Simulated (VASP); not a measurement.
Pt, 2 atoms in the cell. The structure is hexagonal, space group P6_3/mmc (No. 194). The conventional cell has a = 2.733 Å, b = 2.733 Å, c = 4.732 Å, α = 90.00°, β = 90.00°, γ = 120.00°. Pt (site symmetry -6m2) has 12 Pt at 2.73 to 2.84 Å within 3.6 Å. This isn't the form of Pt at room conditions, which is fcc.

- Program: VASP 6.6.1
- Task: single point
- Functional: r2SCAN
- Dispersion: D4
- Potentials or basis: VASP PAW PBE potentials, release 64 (Pt)
- Cutoff: 520 eV
- k mesh: 12 × 12 × 6
- Occupations: fermi-dirac, width 0.1 eV
- Spin: no spin polarisation
- Dipole correction: no
- Further INCAR settings: ALGO = Normal; EDIFF = 1e-06; NBANDS = 17

Potentials or basis: VASP PAW PBE potentials, release 64 (Pt).

Launch:

```console
$ cat potpaw_PBE.64/Pt/POTCAR > POTCAR
$ cp INCAR.step1 INCAR
$ mpirun -np 1 vasp_std > vasp.out
$ cp INCAR.step2 INCAR
$ mpirun -np 1 vasp_std > vasp.out
```

Hardware: 1 thread of Intel(R) Xeon(R) 6975P-C (Granite Rapids), on a shared host.

**Question.** Estimate the wall time of this run.

**Answer.** It took 67 s on 1 thread of Intel(R) Xeon(R) 6975P-C (Granite Rapids), on a shared host, peak memory 0.16 GiB. Counts: k points 76.
